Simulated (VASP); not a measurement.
# Ge4P (Im-3m) in VASP: single point with PBE

Aim: the single point of Ge4P with PBE.

All numbers are computed with VASP 6.6.1; they aren't measurements. Logs are shortened: lines on timing, memory, paths and dates and some standing lists are left out, and cuts for length are marked.

## 1. The cell of the first run

It takes space group Im-3m (No. 229, cubic). The conventional cell has a = 5.712 Å, b = 5.712 Å, c = 5.712 Å, α = 90.00°, β = 90.00°, γ = 90.00°. Within 3.3 Å of Ge (site symmetry -3m) lie 2 P at 2.47 Å and 6 Ge at 2.86 Å. P (site symmetry m-3m) has 8 Ge at 2.47 Å within 3.3 Å.

## 2. Single point, PBE

INCAR reads:

```
SYSTEM = Ge4P
PREC = Accurate
ENCUT = 520
EDIFF = 1E-6
ISMEAR = 0
SIGMA = 0.1
LREAL = .FALSE.
LASPH = .TRUE.
NELM = 100
ALGO = Normal
ISIF = 2
LWAVE = .FALSE.
LCHARG = .FALSE.
GGA = PE
NBANDS = 38
```

KPOINTS reads:

```
regular mesh
0
G
  4 4 4
  0 0 0
```

POSCAR reads:

```
Ge4P
1.0
   -2.8561802400      2.8561802400      2.8561802400
    2.8561802400     -2.8561802400      2.8561802400
    2.8561802400      2.8561802400     -2.8561802400
Ge P
4 1
Direct
    0.5000000000      0.5000000000      0.5000000000
    0.5000000000      0.0000000000      0.0000000000
    0.0000000000      0.0000000000      0.5000000000
    0.0000000000      0.5000000000      0.0000000000
    0.0000000000      0.0000000000      0.0000000000
```

Potentials or basis: VASP PAW PBE potentials, release 64 (Ge_d, P).

The run is started by

```bash
> cat potpaw_PBE.64/Ge_d/POTCAR potpaw_PBE.64/P/POTCAR > POTCAR
> mpirun -np 1 vasp_std > vasp.out
```

OUTCAR:

```text
SYSTEM = Ge4P
   PREC = Accurate
   ENCUT = 520
   EDIFF = 1E-6
   ISMEAR = 0
   LREAL = .FALSE.
   LASPH = .TRUE.
   NELM = 100
   ISIF = 2
   GGA = PE

 ion  position               nearest neighbor table
   1  0.500  0.500  0.500-   5 2.47   5 2.47   4 2.86   2 2.86   2 2.86   4 2.86   3 2.86   3 2.86

   2  0.500  0.000  0.000-   5 2.47   5 2.47   4 2.86   1 2.86   1 2.86   3 2.86   3 2.86   4 2.86

   3  0.000  0.000  0.500-   5 2.47   5 2.47   4 2.86   1 2.86   2 2.86   4 2.86   2 2.86   1 2.86

   4  0.000  0.500  0.000-   5 2.47   5 2.47   3 2.86   1 2.86   2 2.86   3 2.86   1 2.86   2 2.86

   5  0.000  0.000  0.000-   1 2.47   2 2.47   3 2.47   4 2.47   3 2.47   4 2.47   2 2.47   1 2.47

  LATTYP: Found a body centered cubic cell.
 ALAT       =     5.7123604800

  Lattice vectors:

 A1 = (  -2.8561802400,   2.8561802400,   2.8561802400)
 A2 = (   2.8561802400,  -2.8561802400,   2.8561802400)
 A3 = (   2.8561802400,   2.8561802400,  -2.8561802400)

Analysis of symmetry for initial positions (statically):
=====================================================================
 Subroutine PRICEL returns:
 Original cell was already a primitive cell.

 Routine SETGRP: Setting up the symmetry group for a
 body centered cubic supercell.

 Subroutine GETGRP returns: Found 48 space group operations
 (whereof 48 operations were pure point group operations)
 out of a pool of 48 trial point group operations.

The static configuration has the point symmetry O_h .

Analysis of symmetry for dynamics (positions and initial velocities):
=====================================================================
 Subroutine PRICEL returns:
 Original cell was already a primitive cell.

 Routine SETGRP: Setting up the symmetry group for a
 body centered cubic supercell.

 Subroutine GETGRP returns: Found 48 space group operations
 (whereof 48 operations were pure point group operations)
 out of a pool of 48 trial point group operations.

The dynamic configuration has the point symmetry O_h .

 Subroutine INISYM returns: Found 48 space group operations
 (whereof 48 operations are pure point group operations),
 and found     1 'primitive' translations

----------------------------------------------------------------------------------------

                                     Primitive cell

  volume of cell :      93.2002

  direct lattice vectors                    reciprocal lattice vectors
    -2.856180240  2.856180240  2.856180240     0.000000000  0.175058980  0.175058980
     2.856180240 -2.856180240  2.856180240     0.175058980  0.000000000  0.175058980
     2.856180240  2.856180240 -2.856180240     0.175058980  0.175058980  0.000000000

  length of vectors
     4.947049291  4.947049291  4.947049291     0.247570784  0.247570784  0.247570784

  position of ions in fractional coordinates (direct lattice)
     0.500000000  0.500000000  0.500000000
     0.500000000  0.000000000  0.000000000
     0.000000000  0.000000000  0.500000000
     0.000000000  0.500000000  0.000000000
     0.000000000  0.000000000  0.000000000

  ion indices of the primitive-cell ions
   primitive index   ion index
                 1           1
                 2           2
                 3           3
                 4           4
                 5           5

----------------------------------------------------------------------------------------

 KPOINTS: regular mesh

Automatic generation of k-mesh.
 Grid dimensions read from file:
 generate k-points for:    4    4    4

 Generating k-lattice:

  Cartesian coordinates                     Fractional coordinates (reciprocal lattice)
     0.000000000  0.043764745  0.043764745     0.250000000  0.000000000  0.000000000
     0.043764745  0.000000000  0.043764745     0.000000000  0.250000000  0.000000000
     0.043764745  0.043764745  0.000000000     0.000000000  0.000000000  0.250000000

  Length of vectors
     0.061892696  0.061892696  0.061892696

  Shift w.r.t. Gamma in fractional coordinates (k-lattice)
     0.000000000  0.000000000  0.000000000

 Subroutine IBZKPT returns following result:
 ===========================================

 Found      8 irreducible k-points:

 Following reciprocal coordinates:
            Coordinates               Weight
  0.000000  0.000000  0.000000      1.000000
  0.250000  0.000000  0.000000     12.000000
  0.500000  0.000000  0.000000      6.000000
  0.250000  0.250000  0.000000     24.000000
  0.250000  0.250000  0.250000      2.000000
 -0.250000  0.250000  0.250000      6.000000
  0.500000  0.500000  0.250000     12.000000
  0.500000  0.500000  0.500000      1.000000
   k-points           NKPTS =      8   k-points in BZ     NKDIM =      8   number of bands    NBANDS=     38
   number of dos      NEDOS =    301   number of ions     NIONS =      5
   total plane-waves  NPLWV =  64000
   dimension x,y,z NGX =    40 NGY =   40 NGZ =   40
   dimension x,y,z NGXF=    80 NGYF=   80 NGZF=   80
   ions per type =               4   1
   NGX,Y,Z   is equivalent  to a cutoff of  13.44, 13.44, 13.44 a.u.
   NGXF,Y,Z  is equivalent  to a cutoff of  26.88, 26.88, 26.88 a.u.
 SYSTEM =  Ge4P
   PREC   = accura    normal or accurate (medium, high low for compatibility)
   ISTART =      0    job   : 0-new  1-cont  2-samecut
   ICHARG =      2    charge: 1-file 2-atom 10-const
   ISPIN  =      1    spin polarized calculation?
   LNONCOLLINEAR =      F non collinear calculations
   LSORBIT =      F    spin-orbit coupling
   LASPH  =      T    aspherical Exc in radial PAW
   ENCUT  =  520.0 eV  38.22 Ry    6.18 a.u.   9.20  9.20  9.20*2*pi/ulx,y,z
   NELM   =    100;   NELMIN=  2; NELMDL= -5     # of ELM steps
   EDIFF  = 0.1E-05   stopping-criterion for ELM
   LREAL  =      F    real-space projection
   EDIFFG = 0.1E-04   stopping-criterion for IOM
   NSW    =      0    number of steps for IOM
   IBRION =     -1    ionic relax: 0-MD 1-quasi-New 2-CG
   NFREE  =      0    steps in history (QN), initial steepest desc. (CG)
   ISIF   =      2    stress and relaxation
   ISYM   =      2    0-nonsym 1-usesym 2-fastsym
   POTIM  = 0.5000    time-step for ionic-motion
   TEBEG  =    0.0;   TEEND  =   0.0 temperature during run
   PSTRESS=    0.0 pullay stress
   NELECT =      61.0000    total number of electrons
   NUPDOWN=      -1.0000    fix difference up-down
   EMIN   =  10.00;   EMAX   =-10.00  energy-range for DOS
   EFERMI =   0.00;   METHOD = LEGACY
   ISMEAR =     0;   SIGMA  =   0.10  broadening in eV -4-tet -1-fermi 0-gaus
   EFERMI_NEDOS =   21; number of points for ismear=-14 and -15
   IALGO  =     38    algorithm
   IMIX   =      4    mixing-type and parameters
     AMIX     =   0.40;   BMIX     =  1.00
     AMIX_MAG =   1.60;   BMIX_MAG =  1.00
  volume/ion in A,a.u.               =      18.64       125.79
  Fermi-wavevector in a.u.,A,eV,Ry     =   1.421388  2.686033 27.488429  2.020343
  Thomas-Fermi vector in A             =   2.542203
   LORBIT       =      0    0 simple, 1 ext, 2 COOP (PROOUT), +10 PAW based schemes
   GGA     = PE    functional components
   LHFCALC =     F    Hartree Fock is set to
   AEXX    =    0.0000 exact exchange contribution
   IVDW    =     0    specifies the selected vdW correction
   LEPSILON=     F    determine dielectric tensor
   LRPA    =     F    only Hartree local field effects (RPA)
 non-spin polarized calculation
 Gauss-broadening in eV      SIGMA  =   0.10
  energy-cutoff  :      520.00
  volume of cell :       93.20
 maximum number of plane-waves:      2528
 NGX is ok and might be reduce to    40
   NGX = 19   NGY = 19   NGZ = 19

 number of electron      60.9999956 magnetization

 Free energy of the ion-electron system (eV)
  ---------------------------------------------------
  ext. energy  EPLUGINS =         0.00000000
  ---------------------------------------------------
  free energy    TOTEN  =       -20.21486938 eV

  energy without entropy =      -20.18989048  energy(sigma->0) =      -20.20237993

 E-fermi :   6.8827     XC(G=0): -10.9405

 val. band max:        6.8637798100   @ k =   0.2500   0.2500   0.0000
 cond. band min:       7.0761164224   @ k =   0.5000   0.5000   0.5000
 fundamental gap:      0.2123366124
 Fermi energy:         6.8826760684

 k-point     1 :       0.0000    0.0000    0.0000
  band No.  band energies     occupation
      1     -18.0195      2.00000
      2     -18.0028      2.00000
      3     -18.0028      2.00000
      4     -17.9341      2.00000
      5     -17.9341      2.00000
      6     -17.9341      2.00000
[... 30 lines left out ...]
     37      14.0362      0.00000
     38      14.0362      0.00000

 k-point     2 :       0.2500    0.0000    0.0000
  band No.  band energies     occupation
      1     -18.0001      2.00000
      2     -17.9908      2.00000
      3     -17.9744      2.00000
      4     -17.9437      2.00000
      5     -17.9215      2.00000
      6     -17.9195      2.00000
[... 30 lines left out ...]
     37      12.0984      0.00000
     38      12.6928      0.00000

 k-point     3 :       0.5000    0.0000    0.0000
  band No.  band energies     occupation
      1     -17.9689      2.00000
      2     -17.9677      2.00000
      3     -17.9593      2.00000
      4     -17.9470      2.00000
      5     -17.9123      2.00000
      6     -17.9121      2.00000
[... 30 lines left out ...]
     37      12.4890      0.00000
     38      13.2532      0.00000

 k-point     4 :       0.2500    0.2500    0.0000
  band No.  band energies     occupation
      1     -17.9702      2.00000
      2     -17.9689      2.00000
      3     -17.9414      2.00000
      4     -17.9386      2.00000
      5     -17.9307      2.00000
      6     -17.9281      2.00000
[... 30 lines left out ...]
     37      11.8305      0.00000
     38      12.2300      0.00000

 k-point     5 :       0.2500    0.2500    0.2500
  band No.  band energies     occupation
      1     -17.9425      2.00000
      2     -17.9271      2.00000
      3     -17.9271      2.00000
      4     -17.9271      2.00000
      5     -17.9027      2.00000
      6     -17.9027      2.00000
[... 30 lines left out ...]
     37      11.7945      0.00000
     38      11.7945      0.00000

 k-point     6 :      -0.2500    0.2500    0.2500
  band No.  band energies     occupation
      1     -17.9973      2.00000
      2     -17.9879      2.00000
      3     -17.9549      2.00000
      4     -17.9549      2.00000
      5     -17.9407      2.00000
      6     -17.9317      2.00000
[... 30 lines left out ...]
     37      12.7625      0.00000
     38      12.8073      0.00000

 k-point     7 :       0.5000    0.5000    0.2500
  band No.  band energies     occupation
      1     -17.9808      2.00000
      2     -17.9804      2.00000
      3     -17.9638      2.00000
      4     -17.9632      2.00000
      5     -17.9580      2.00000
      6     -17.9465      2.00000
[... 30 lines left out ...]
     37      12.0605      0.00000
     38      12.4736      0.00000

 k-point     8 :       0.5000    0.5000    0.5000
  band No.  band energies     occupation
      1     -17.9921      2.00000
      2     -17.9921      2.00000
      3     -17.9921      2.00000
      4     -17.9637      2.00000
      5     -17.9637      2.00000
      6     -17.9637      2.00000
[... 30 lines left out ...]
     37      12.6628      0.00000
     38      14.3484      0.00000

------------------------ aborting loop because EDIFF is reached ----------------------------------------

  FORCE on cell =-STRESS in cart. coord.  units (eV):
  Direction    XX          YY          ZZ          XY          YZ          ZX
  --------------------------------------------------------------------------------------
  -------------------------------------------------------------------------------------
  Total        6.5237330      6.5237330      6.5237330      0.0000000     -0.0000000      0.0000000
  in kB      112.1475881    112.1475881    112.1475881      0.0000000     -0.0000000      0.0000000
  external PRESSURE =     112.1475881 kB  Pullay stress =       0.0000000 kB

 VOLUME and BASIS-vectors are now :
 -----------------------------------------------------------------------------
  energy-cutoff  :      520.00
  volume of cell :       93.20
      direct lattice vectors                 reciprocal lattice vectors
    -2.856180240  2.856180240  2.856180240     0.000000000  0.175058980  0.175058980
     2.856180240 -2.856180240  2.856180240     0.175058980  0.000000000  0.175058980
     2.856180240  2.856180240 -2.856180240     0.175058980  0.175058980  0.000000000

 POSITION                                       TOTAL-FORCE (eV/Angst)
 -----------------------------------------------------------------------------------
      1.42809      1.42809      1.42809        -0.000000     -0.000000     -0.000000
     -1.42809      1.42809      1.42809         0.000000     -0.000000      0.000000
      1.42809      1.42809     -1.42809         0.000000      0.000000     -0.000000
      1.42809     -1.42809      1.42809         0.000000      0.000000      0.000000
      0.00000      0.00000      0.00000         0.000000      0.000000      0.000000
 -----------------------------------------------------------------------------------
    total drift:                                0.000000     -0.000000      0.000000

  FREE ENERGIE OF THE ION-ELECTRON SYSTEM (eV)
  ---------------------------------------------------
  free  energy   TOTEN  =       -20.2148693821 eV

  energy  without entropy=      -20.1898904753  energy(sigma->0) =      -20.20237993
```

It took 27 s on 1 thread of Intel Xeon 6975P-C, shared host; peak memory 0.24 GiB.

What came out:

```yaml
Free_energy: -20.2149 eV
Pressure: 11.2 GPa
```

Caveat: the k points lie up to 0.39 Å⁻¹ apart.
